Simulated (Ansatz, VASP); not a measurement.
# C: VASP beside Ansatz

```
C
1.0
     0.00000    1.78573    1.78573
     1.78573    0.00000    1.78573
     1.78573    1.78573    0.00000
C
2
Cartesian
  1.7857 1.7857 1.7857
  2.6786 2.6786 2.6786
```

Change from the starting cell: the structure that the rattled cell fell into.

Alike in both runs: functional PBE; k mesh 12 × 12 × 12; occupations gaussian, width 0.02 eV; no spin polarisation.

Ansatz relaxed the structure, and its values are those at the end. VASP's run is a single point on that final structure, the one shown.

```csv
,VASP,Ansatz
version,VASP 6.6.1,Ansatz 0.2.0
potentials or method,"VASP PAW PBE potentials, release 64 (C), cutoff 520 eV","scalar-relativistic, plane waves, PAW"
valence electrons in the cell,8,8
```

Ansatz gave:

```
gap on the k mesh at the Fermi level (eV) : 4.15
least direct gap on the mesh (eV)         : 5.58
pressure (GPa)                            : 0.0
```

**Question.** Estimate VASP's values.

**Answer.** gap on the k mesh at the Fermi level (eV): 4.14; least direct gap on the mesh (eV): 5.58; pressure (GPa): 0.7.
